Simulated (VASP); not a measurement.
# La3Tl in VASP: a series of runs, part 2 of 2

VASP 6.6.1. Earlier steps stand in the parts before.

### Step 3. Electric field gradients, LDA (equal xx and yy strain of -1 %)

Contents of INCAR:

```
ALGO     = Normal         # electronic algorithm
EDIFF    = 1E-8           # SCF threshold, eV
ENCUT    = 520            # plane-wave cutoff, eV
ISIF     = 2              # what is computed and relaxed
ISMEAR   = -1             # smearing method
LASPH    = True           # aspherical terms in the spheres
LCHARG   = False          # write CHGCAR
LEFG     = True         
LREAL    = False          # projectors in reciprocal space
LWAVE    = False          # write WAVECAR
NBANDS   = 31             # bands
NELM     = 60             # most SCF steps
PREC     = Accurate       # precision mode
SIGMA    = 0.08           # smearing width, eV
```

Contents of KPOINTS:

```
k-points
0
Gamma
  8 8 8
```

Contents of POSCAR:

```
La3Tl
1.0
    5.0094000000      0.0000000000      0.0000000000
    0.0000000000      5.0094000000      0.0000000000
    0.0000000000      0.0000000000      5.0600000000
La Tl
3 1
Direct
    0.0000000000      0.5000000000      0.5000000000
    0.5000000000      0.0000000000      0.5000000000
    0.5000000000      0.5000000000      0.0000000000
    0.0000000000      0.0000000000      0.0000000000
```

Potentials or basis: VASP PAW LDA potentials, release 64 (La, Tl_d).

Started as:

```bash
cat potpaw_LDA.64/La/POTCAR potpaw_LDA.64/Tl_d/POTCAR > POTCAR
mpirun -np 1 vasp_std > vasp.out
```

OUTCAR:

```text
EDIFF = 1E-8
   ENCUT = 520
   ISIF = 2
   ISMEAR = -1
   LASPH = True
   LREAL = False
   NELM = 60
   PREC = Accurate

 ion  position               nearest neighbor table
   1  0.000  0.500  0.500-   2 3.54   2 3.54   2 3.54   2 3.54   4 3.56   3 3.56   4 3.56   4 3.56
                             4 3.56   3 3.56   3 3.56   3 3.56
   2  0.500  0.000  0.500-   1 3.54   1 3.54   1 3.54   1 3.54   4 3.56   3 3.56   3 3.56   3 3.56
                             4 3.56   4 3.56   4 3.56   3 3.56
   3  0.500  0.500  0.000-   4 3.54   4 3.54   4 3.54   4 3.54   2 3.56   2 3.56   2 3.56   2 3.56
                             1 3.56   1 3.56   1 3.56   1 3.56
   4  0.000  0.000  0.000-   3 3.54   3 3.54   3 3.54   3 3.54   2 3.56   1 3.56   2 3.56   1 3.56
                             2 3.56   1 3.56   2 3.56   1 3.56

  LATTYP: Found a simple tetragonal cell.
 ALAT       =     5.0094000000
 C/A-ratio  =     1.0101010101

  Lattice vectors:

 A1 = (   5.0094000000,   0.0000000000,   0.0000000000)
 A2 = (   0.0000000000,   5.0094000000,   0.0000000000)
 A3 = (   0.0000000000,   0.0000000000,   5.0600000000)

Analysis of symmetry for initial positions (statically):
=====================================================================
 Subroutine PRICEL returns:
 Original cell was already a primitive cell.

 Routine SETGRP: Setting up the symmetry group for a
 simple tetragonal supercell.

 Subroutine GETGRP returns: Found 16 space group operations
 (whereof 16 operations were pure point group operations)
 out of a pool of 16 trial point group operations.

The static configuration has the point symmetry D_4h.

Analysis of symmetry for dynamics (positions and initial velocities):
=====================================================================
 Subroutine PRICEL returns:
 Original cell was already a primitive cell.

 Routine SETGRP: Setting up the symmetry group for a
 simple tetragonal supercell.

 Subroutine GETGRP returns: Found 16 space group operations
 (whereof 16 operations were pure point group operations)
 out of a pool of 16 trial point group operations.

The dynamic configuration has the point symmetry D_4h.

 Subroutine INISYM returns: Found 16 space group operations
 (whereof 16 operations are pure point group operations),
 and found     1 'primitive' translations

----------------------------------------------------------------------------------------

                                     Primitive cell

  volume of cell :     126.9761

  direct lattice vectors                    reciprocal lattice vectors
     5.009400000  0.000000000  0.000000000     0.199624706  0.000000000  0.000000000
     0.000000000  5.009400000  0.000000000     0.000000000  0.199624706  0.000000000
     0.000000000  0.000000000  5.060000000     0.000000000  0.000000000  0.197628458

  length of vectors
     5.009400000  5.009400000  5.060000000     0.199624706  0.199624706  0.197628458

  position of ions in fractional coordinates (direct lattice)
     0.000000000  0.500000000  0.500000000
     0.500000000  0.000000000  0.500000000
     0.500000000  0.500000000  0.000000000
     0.000000000  0.000000000  0.000000000

  ion indices of the primitive-cell ions
   primitive index   ion index
[... 94 lines left out ...]
   IMIX   =      4    mixing-type and parameters
     AMIX     =   0.40;   BMIX     =  1.00
     AMIX_MAG =   1.60;   BMIX_MAG =  1.00
  volume/ion in A,a.u.               =      31.74       214.22
  Fermi-wavevector in a.u.,A,eV,Ry     =   1.167043  2.205391 18.530985  1.361989
  Thomas-Fermi vector in A             =   2.303548
   LORBIT       =      0    0 simple, 1 ext, 2 COOP (PROOUT), +10 PAW based schemes
   GGA     = CA    functional components
   LHFCALC =     F    Hartree Fock is set to
   AEXX    =    0.0000 exact exchange contribution
   IVDW    =     0    specifies the selected vdW correction
   LEPSILON=     F    determine dielectric tensor
   LRPA    =     F    only Hartree local field effects (RPA)
 non-spin polarized calculation
  energy-cutoff  :      520.00
  volume of cell :      126.98
 maximum number of plane-waves:      3448
 NGX is ok and might be reduce to    40
   NGX = 19   NGY = 19   NGZ = 19

 number of electron      46.0000000 magnetization

 Free energy of the ion-electron system (eV)
  ---------------------------------------------------
  ext. energy  EPLUGINS =         0.00000000
  ---------------------------------------------------
  free energy    TOTEN  =       -20.87822660 eV

  energy without entropy =      -20.75723958  energy(sigma->0) =      -20.81773309

 E-fermi :   8.2882     XC(G=0): -10.3329

 val. band max:        8.2828091799   @ k =   0.3750   0.0000   0.5000
 cond. band min:       8.2954649509   @ k =   0.5000   0.5000   0.3750
 fundamental gap:      0.0126557710
 Fermi energy:         8.2881873736

 k-point     1 :       0.0000    0.0000    0.0000
  band No.  band energies     occupation
      1     -24.4416      2.00000
      2     -24.0874      2.00000
      3     -24.0808      2.00000
      4      -8.7742      2.00000
      5      -8.7693      2.00000
      6      -8.7693      2.00000
[... 805 lines left out ...]
     30       9.8987      0.00000
     31       9.9034      0.00000

 [... further k-points ...]

------------------------ aborting loop because EDIFF is reached ----------------------------------------

  FORCE on cell =-STRESS in cart. coord.  units (eV):
  Direction    XX          YY          ZZ          XY          YZ          ZX
  --------------------------------------------------------------------------------------
  -------------------------------------------------------------------------------------
  Total       -2.2659755     -2.2659755     -2.4802829      0.0000000      0.0000000      0.0000000
  in kB      -28.5919548    -28.5919548    -31.2960744      0.0000000      0.0000000      0.0000000
  external PRESSURE =     -29.4933280 kB  Pullay stress =       0.0000000 kB

 VOLUME and BASIS-vectors are now :
 -----------------------------------------------------------------------------
  energy-cutoff  :      520.00
  volume of cell :      126.98
      direct lattice vectors                 reciprocal lattice vectors
     5.009400000  0.000000000  0.000000000     0.199624706  0.000000000  0.000000000
     0.000000000  5.009400000  0.000000000     0.000000000  0.199624706  0.000000000
     0.000000000  0.000000000  5.060000000     0.000000000  0.000000000  0.197628458

 POSITION                                       TOTAL-FORCE (eV/Angst)
 -----------------------------------------------------------------------------------
      0.00000      2.50470      2.53000         0.000000      0.000000      0.000000
      2.50470      0.00000      2.53000         0.000000      0.000000      0.000000
      2.50470      2.50470      0.00000         0.000000      0.000000      0.000000
      0.00000      0.00000      0.00000         0.000000      0.000000      0.000000
 -----------------------------------------------------------------------------------
    total drift:                                0.000000     -0.000000     -0.000000

  FREE ENERGIE OF THE ION-ELECTRON SYSTEM (eV)
  ---------------------------------------------------
  free  energy   TOTEN  =       -20.8782265959 eV

  energy  without entropy=      -20.7572395779  energy(sigma->0) =      -20.81773309

 Electric field gradients (V/A^2)
---------------------------------------------------------------------
 ion       V_xx      V_yy      V_zz      V_xy      V_xz      V_yz
---------------------------------------------------------------------
   1     131.242   -63.176   -68.065    -0.000     0.000    -0.000
   2     -63.176   131.242   -68.065    -0.000    -0.000    -0.000
   3     -70.441   -70.441   140.882    -0.000     0.000     0.000
   4      -4.234    -4.234     8.468    -0.000    -0.000    -0.000
---------------------------------------------------------------------

 Electric field gradients after diagonalization (V/A^2)
 (convention: |V_zz| > |V_xx| > |V_yy|)
----------------------------------------------------------------------
 ion       V_xx      V_yy      V_zz     asymmetry (V_yy - V_xx)/ V_zz
----------------------------------------------------------------------
   1     -68.065   -63.176   131.242       0.037
   2     -68.065   -63.176   131.242       0.037
   3     -70.441   -70.441   140.882       0.000
   4      -4.234    -4.234     8.468       0.000
----------------------------------------------------------------------

           NMR quadrupolar parameters

 Cq : quadrupolar parameter    Cq=e*Q*V_zz/h
 eta: asymmetry parameters     (V_yy - V_xx)/ V_zz
 Q  : nuclear electric quadrupole moment in mb (millibarn)
----------------------------------------------------------------------
 ion       Cq(MHz)       eta       Q (mb)
----------------------------------------------------------------------
   1       0.317       0.037       1.000
   2       0.317       0.037       1.000
   3       0.341       0.000       1.000
   4       0.020       0.000       1.000
----------------------------------------------------------------------
```

Wall time 6.7 min (1 thread of Intel Xeon Platinum 8259CL at 2.50GHz (Skylake/Cascade Lake), shared host); peak memory 0.41 GiB.

Results:

```
Free energy                             : -20.8782 eV
Pressure                                : -2.9 GPa
Band gap on the k mesh                  : zero (bands 23 and 24 overlap by 1.09 eV)
Largest electric field gradient by atom : La +131.2, +140.9 (each value once); Tl +8.5 V/Å²
```

Stress tensor (GPa, compression positive):
```
-2.86  0.00  0.00
 0.00 -2.86  0.00
 0.00  0.00 -3.13
```

Electric field gradients, principal values (V/Å²):
```tsv
atom	least	middle	greatest (by size)
1 La	-63.176	-68.065	131.242
2 La	-63.176	-68.065	131.242
3 La	-70.441	-70.441	140.882
4 Tl	-4.234	-4.234	8.468
```

Caveat: the cell differs from its parent crystal (equal xx and yy strain of -1 %); without QUAD_EFG the Cq values of the log hold for a quadrupole moment of 1 mb, not for the nuclei; spin-orbit coupling is left out, which moves the levels of the heavy elements.

### Step 4. Electric field gradients, LDA (equal xy, yz and zx shear strains of +1 %)

Contents of INCAR:

```
SYSTEM = La3Tl
PREC = Accurate ; ENCUT = 520
EDIFF = 1E-8 ; ISMEAR = -1
SIGMA = 0.08 ; LREAL = .FALSE.
LASPH = .TRUE. ; NELM = 60
ALGO = Normal ; ISIF = 2
LWAVE = .FALSE. ; LCHARG = .FALSE.
LEFG = .TRUE. ; NBANDS = 31
```

Contents of KPOINTS:

```
regular mesh
0
G
  8 8 8
  0 0 0
```

Contents of POSCAR:

```
La3Tl
1.0
    5.0600000000      0.0253000000      0.0253000000
    0.0253000000      5.0600000000      0.0253000000
    0.0253000000      0.0253000000      5.0600000000
La Tl
3 1
Direct
    0.0000000000      0.5000000000      0.5000000000
    0.5000000000      0.0000000000      0.5000000000
    0.5000000000      0.5000000000      0.0000000000
    0.0000000000      0.0000000000      0.0000000000
```

Potentials or basis: VASP PAW LDA potentials, release 64 (La, Tl_d).

Started as:

```bash
cat potpaw_LDA.64/La/POTCAR potpaw_LDA.64/Tl_d/POTCAR > POTCAR
mpirun -np 1 vasp_std > vasp.out
```

OUTCAR:

```text
SYSTEM = La3Tl
   PREC = Accurate
   ENCUT = 520
   EDIFF = 1E-8
   ISMEAR = -1
   LREAL = .FALSE.
   LASPH = .TRUE.
   NELM = 60
   ISIF = 2

 ion  position               nearest neighbor table
   1  0.000  0.500  0.500-   3 3.56   4 3.56   2 3.56   4 3.56   2 3.56   3 3.56   2 3.60   4 3.60
                             3 3.60   4 3.60   3 3.60   2 3.60
   2  0.500  0.000  0.500-   3 3.56   4 3.56   1 3.56   3 3.56   1 3.56   4 3.56   1 3.60   3 3.60
                             3 3.60   4 3.60   4 3.60   1 3.60
   3  0.500  0.500  0.000-   1 3.56   2 3.56   2 3.56   4 3.56   1 3.56   4 3.56   1 3.60   2 3.60
                             2 3.60   4 3.60   1 3.60   4 3.60
   4  0.000  0.000  0.000-   1 3.56   2 3.56   1 3.56   3 3.56   2 3.56   3 3.56   1 3.60   1 3.60
                             2 3.60   3 3.60   2 3.60   3 3.60

  LATTYP: Found a trigonal (rhomboedric) cell.
[... 1050 lines left out ...]
   1     127.403   -63.702   -63.702    -5.978    -5.978     4.793
   2     -63.702   127.403   -63.702    -5.978     4.793    -5.978
   3     -63.702   -63.702   127.403     4.793    -5.978    -5.978
   4       0.000     0.000     0.000     6.208     6.208     6.208
---------------------------------------------------------------------

 Electric field gradients after diagonalization (V/A^2)
 (convention: |V_zz| > |V_xx| > |V_yy|)
----------------------------------------------------------------------
 ion       V_xx      V_yy      V_zz     asymmetry (V_yy - V_xx)/ V_zz
----------------------------------------------------------------------
   1     -68.495   -59.292   127.786       0.072
   2     -68.495   -59.292   127.786       0.072
   3     -68.495   -59.292   127.786       0.072
   4      -6.208    -6.208    12.417       0.000
----------------------------------------------------------------------

           NMR quadrupolar parameters

 Cq : quadrupolar parameter    Cq=e*Q*V_zz/h
 eta: asymmetry parameters     (V_yy - V_xx)/ V_zz
 Q  : nuclear electric quadrupole moment in mb (millibarn)
----------------------------------------------------------------------
 ion       Cq(MHz)       eta       Q (mb)
----------------------------------------------------------------------
   1       0.309       0.072       1.000
   2       0.309       0.072       1.000
   3       0.309       0.072       1.000
   4       0.030       0.000       1.000
----------------------------------------------------------------------
```

stdout:

```text
POSCAR found type information on POSCAR LaTl
 POSCAR found :  2 types and       4 ions
 scaLAPACK will be used
 LDA part: xc-table for (Slater(with rela. corr.)+CA(PZ))
 , standard interpolation
 POSCAR, INCAR and KPOINTS ok, starting setup
 FFT: planning ... GRIDC
 FFT: planning ... GRID_SOFT
 FFT: planning ... GRID
 WAVECAR not read
 entering main loop
ion   1
     0.0000602     0.0415406     0.0178533     0.4294966     0.0415406    -0.7439100
     0.0000829     0.0415406     0.0178533     0.4294966     0.0415406    -0.7439099
     0.0001141     0.0415406     0.0178533     0.4294966     0.0415406    -0.7439099
     0.0001572     0.0415406     0.0178533     0.4294965     0.0415406    -0.7439098

     0.0000602     5.4259807    -4.3976410    50.2046993     5.4259807   -86.9570900
     0.0000829     5.4247652    -4.3970236    50.1936960     5.4247652   -86.9380318
     0.0001141     5.4228435    -4.3960619    50.1762835     5.4228435   -86.9078724
     0.0001572     5.4198178    -4.3945711    50.1488395     5.4198178   -86.8603380

ion   2
     0.0000602     0.0415406     0.0415406     0.4294966     0.0178533     0.7439100
     0.0000829     0.0415406     0.0415406     0.4294966     0.0178533     0.7439099
     0.0001141     0.0415406     0.0415406     0.4294966     0.0178533     0.7439099
     0.0001572     0.0415406     0.0415406     0.4294965     0.0178533     0.7439098

     0.0000602     5.4259807     5.4259807    50.2046993    -4.3976410    86.9570900
     0.0000829     5.4247652     5.4247652    50.1936960    -4.3970236    86.9380318
     0.0001141     5.4228435     5.4228435    50.1762835    -4.3960619    86.9078724
     0.0001572     5.4198178     5.4198178    50.1488395    -4.3945711    86.8603380

ion   3

ion   4
```

Run time: 8.9 min. Hardware: 1 thread of Intel Xeon 8259CL, shared host; peak memory 0.39 GiB.

What came out:

```yaml
Free_energy: -20.8242 eV
Pressure: -3.6 GPa
Band_gap_on_the_k_mesh: zero (bands 23 and 24 overlap by 1.08 eV)
Largest_electric_field_gradient_by_atom: La +127.8; Tl +12.4 V/Å²
```

Levels at points of the mesh, in eV from the Fermi level:
```
           k point  band 20  band 21  band 22  band 23  band 24  band 25  band 26  band 27
(0.00, 0.00, 0.00)    -0.85    -0.79    -0.79    -0.76    -0.76     0.76     0.80     0.80
(0.50, 0.00, 0.00)    -1.20    -0.76    -0.70    -0.60     0.69     1.03     1.06     1.15
(0.50, 0.50, 0.00)    -1.38    -1.33    -0.09    -0.04     0.26     0.63     1.00     1.00
(0.50, 0.50, 0.50)    -1.05    -1.05     0.26     0.32     0.32     1.14     1.29     1.31
```

Electric field gradients, principal values (V/Å²):
| atom | least | middle | greatest (by size) |
| --- | --- | --- | --- |
| 1 La | -59.292 | -68.495 | 127.786 |
| 2 La | -59.292 | -68.495 | 127.786 |
| 3 La | -59.292 | -68.495 | 127.786 |
| 4 Tl | -6.208 | -6.208 | 12.417 |

Caveat: the cell differs from its parent crystal (equal xy, yz and zx shear strains of +1 %); the cell stands under tension; without QUAD_EFG the Cq values of the log hold for a quadrupole moment of 1 mb, not for the nuclei; spin-orbit coupling is left out, which moves the levels of the heavy elements.
